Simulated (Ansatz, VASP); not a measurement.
ZnIn2Cl4: VASP beside Ansatz

```
Zn In Cl
1.0
    -3.72328    3.72328    4.09820
     3.72328   -3.72328    4.09820
     3.72328    3.72328   -4.09820
Zn In Cl
1 2 4
Direct
  0.00000 0.00000 0.00000
  0.75000 0.25000 0.50000
  0.25000 0.75000 0.50000
  0.22402 0.22402 0.44804
  0.22402 0.77598 0.00000
  0.77598 0.77598 0.55196
  0.77598 0.22402 0.00000
```

Alike in both runs: task single point; functional LDA; k mesh 6 × 6 × 6; occupations gaussian, width 0.02 eV; no spin polarisation.

```csv
,VASP,Ansatz
version,VASP 6.6.1,Ansatz 0.2.0
potentials or method,"VASP PAW LDA potentials, release 64 (Zn, In_d, Cl), cutoff 520 eV","scalar-relativistic, plane waves, PAW"
valence electrons in the cell,66,66
```

```csv
,VASP,Ansatz,Ansatz less VASP
gap on the k mesh at the Fermi level (eV),2.09,2.11,+0.018
least direct gap on the mesh (eV),2.09,2.11,+0.018
pressure (GPa),-3.1,-3.1,-0.01
"traceless stress, the component that is largest in VASP (GPa)",0.63,0.67,+0.044
rms of the force components (eV/Å),0.155,0.164,+0.0083
```

LDA's correlation is that of Perdew and Zunger in VASP and of Perdew and Wang (1992) in Ansatz. Atom by atom the forces differ by 0.008 eV/Å (rms over components).
